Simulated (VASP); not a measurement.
A run of VASP 6.6.1 is set up as follows.

Contents of INCAR:

```
ALGO = Normal
EDIFF = 1E-7
EDIFFG = -0.01
ENCUT = 500
GGA = PS
GGA_COMPAT = False
IBRION = 2
ISIF = 3
ISMEAR = -1
IVDW = 12
LASPH = True
LCHARG = False
LREAL = False
LWAVE = False
NELM = 120
NELMIN = 4
NSW = 80
PREC = Accurate
SIGMA = 0.01
```

KPOINTS

```
k-points
0
Gamma
  5 5 5
```

POSCAR

```
RbBi2
1.0
    0.0000000000      4.8013900000      4.8013900000
    4.8013900000      0.0000000000      4.8013900000
    4.8013900000      4.8013900000      0.0000000000
Rb Bi
2 4
Direct
    0.5000000000      0.5000000000      0.5000000000
    0.7500000000      0.7500000000      0.7500000000
    0.6250000000      0.1250000000      0.1250000000
    0.1250000000      0.1250000000      0.1250000000
    0.1250000000      0.1250000000      0.6250000000
    0.1250000000      0.6250000000      0.1250000000
```

Potentials or basis: VASP PAW PBE potentials, release 64 (Rb_sv, Bi_d).

Command:

```console
$ cat potpaw_PBE.64/Rb_sv/POTCAR potpaw_PBE.64/Bi_d/POTCAR > POTCAR
$ mpirun -np 1 vasp_std > vasp.out
```

Estimate the relaxed volume.

34.20 Å³/atom.

Estimate the space group after relaxing (to 0.1 Å).

Fd-3m (No. 227).

What does it give for the dispersion energy per atom?

-0.419 eV.

The path:
```csv
step,energy change (eV),largest force (eV/Å),pressure (GPa),volume (Å³)
1,0.0000,0.0000,-2.24,221.38
2,-0.1201,0.0000,0.04,205.22
```

Caveat: the PAW data sets were made with another functional, which shifts forces and pressure a little.
